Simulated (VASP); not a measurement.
A run of VASP 6.6.1 is set up as follows.

POSCAR

```
AlP
1.0
    0.0000000000      2.7392583516      2.7392583516
    2.7392583516      0.0000000000      2.7392583516
    2.7392583516      2.7392583516      0.0000000000
Al P
1 1
Direct
    0.0000000000      0.0000000000      0.0000000000
    0.7500000000      0.7500000000      0.7500000000
```

Contents of INCAR.step1:

```
SYSTEM = AlP
PREC = Accurate ; ENCUT = 500
EDIFF = 1E-5 ; ISMEAR = -1
SIGMA = 0.02 ; LREAL = .False.
LASPH = .True. ; NELM = 120
ALGO = Normal ; LWAVE = .True.
LCHARG = .False. ; GGA = PE
NBANDS = 11 ; GGA_COMPAT = .False.
IBRION = 2 ; ISIF = 3
EDIFFG = -0.005 ; NELMIN = 4
NSW = 100
```

INCAR.step2

```
SYSTEM = AlP
PREC = Accurate ; ENCUT = 500
EDIFF = 1E-7 ; ISMEAR = -1
SIGMA = 0.02 ; LREAL = .False.
LASPH = .True. ; NELM = 120
ALGO = Normal ; ISIF = 3
LWAVE = .False. ; LCHARG = .False.
GGA = PE ; LHFCALC = .True.
HFSCREEN = 0.2079 ; PRECFOCK = Normal
IBRION = 2 ; NSW = 80
EDIFFG = -0.005 ; ISTART = 1
GGA_COMPAT = .False. ; NELMIN = 4
```

The input KPOINTS:

```
regular mesh
0
Gamma
  6 6 6
  0 0 0
```

Potentials or basis: VASP PAW PBE potentials, release 64 (Al, P).

Run with:

```console
$ cat potpaw_PBE.64/Al/POTCAR potpaw_PBE.64/P/POTCAR > POTCAR
$ cp INCAR.step1 INCAR
$ mpirun -np 1 vasp_std > vasp.out
$ cp INCAR.step2 INCAR
$ mpirun -np 1 vasp_std > vasp.out
```

Question: What does it give for the relaxed volume?

Answer: 20.47 Å³/atom.

Question: Predict the space group after relaxing (to 0.1 Å).

Answer: F-43m (No. 216).

Question: Predict the band gap on the k mesh.

Answer: 2.28 eV (least direct gap 4.17 eV).

Question: What does it give for the relaxed cell?

Answer: a = 3.869 Å, b = 3.869 Å, c = 3.869 Å, α = 60.00°, β = 60.00°, γ = 60.00°.

The path:
| step | energy change (eV) | largest force (eV/Å) | pressure (GPa) | volume (Å³) |
| --- | --- | --- | --- | --- |
| 1 | 0.0000 | 0.0000 | -0.36 | 41.11 |
| 2 | -0.0001 | 0.0000 | 0.24 | 40.84 |
| 3 | -0.0002 | 0.0000 | 0.00 | 40.95 |

Caveat: the PAW data sets were made with another functional, which shifts forces and pressure a little. A k mesh can miss the band edges.
